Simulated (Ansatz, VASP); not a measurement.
**Two plane-wave programs on MgS**

File INCAR:

```
SYSTEM = MgS
  PREC = Accurate
  ENCUT = 520
  EDIFF = 1E-6
  ISMEAR = -1
  SIGMA = 0.05
  LREAL = .FALSE.
  LASPH = .TRUE.
  NELM = 60
  ALGO = Normal
  ISIF = 2
  LWAVE = .FALSE.
  LCHARG = .TRUE.
  GGA = RE
  LELF = .TRUE.
  LVHAR = .TRUE.
  NBANDS = 11
```

File KPOINTS:

```
Automatic mesh
0
G
  5 5 5
  0 0 0
```

File POSCAR:

```
MgS
1.0
    0.0000000000      2.6016500000      2.6016500000
    2.6016500000      0.0000000000      2.6016500000
    2.6016500000      2.6016500000      0.0000000000
S Mg
1 1
Direct
    0.5000000000      0.5000000000      0.5000000000
    0.0000000000      0.0000000000      0.0000000000
```

The input input.yaml:

```yaml
crystal:
  lattice:
    - [0.0, 2.60165, 2.60165]
    - [2.60165, 0.0, 2.60165]
    - [2.60165, 2.60165, 0.0]
  atoms:
    - { symbol: S, position: [0.5, 0.5, 0.5] }
    - { symbol: Mg, position: [0.0, 0.0, 0.0] }
hamiltonian:
  xc: revpbe
  pseudopotentials: { kind: paw }
kpoints:
  mp_grid: { grid: [5, 5, 5] }
scf:
  occupations: { method: fermi_dirac, width: 0.05 }
  n_extra_bands: 6
output:
  forces: true
  stress: true
  eigenvalues: true
  dos: { projected: true, de: 0.05, nscf_kmesh: { grid: [8, 8, 8] } }
```

Alike in both runs: functional revPBE; k mesh 5 × 5 × 5; occupations fermi-dirac, width 0.05 eV; no spin polarisation.

|  | VASP | Ansatz |
| --- | --- | --- |
| version | VASP 6.6.1 | Ansatz 0.2.0 |
| potentials or method | VASP PAW PBE potentials, release 64 (S, Mg) | Ansatz PAW |
| plane-wave cutoff (eV) | 520 | 420 |
| valence electrons in the cell | 8 | 16 |
| task | single point | projected density of states |

```tsv
	VASP	Ansatz	Ansatz less VASP
gap on the k mesh at the Fermi level (eV)	3.30	3.32	+0.025
least direct gap on the mesh (eV)	3.83	3.85	+0.018
pressure (GPa)	2.6	3.0	+0.38
```

VASP's potentials were made for PBE, not for revPBE. VASP's potentials hold 8 valence electrons a cell and Ansatz's 16, so a difference there can come from the potentials and not from the codes.

Noted on Ansatz's run: odd divisions of the mesh miss points on the zone boundary, where band edges often lie, so the gap on the mesh can be too wide.
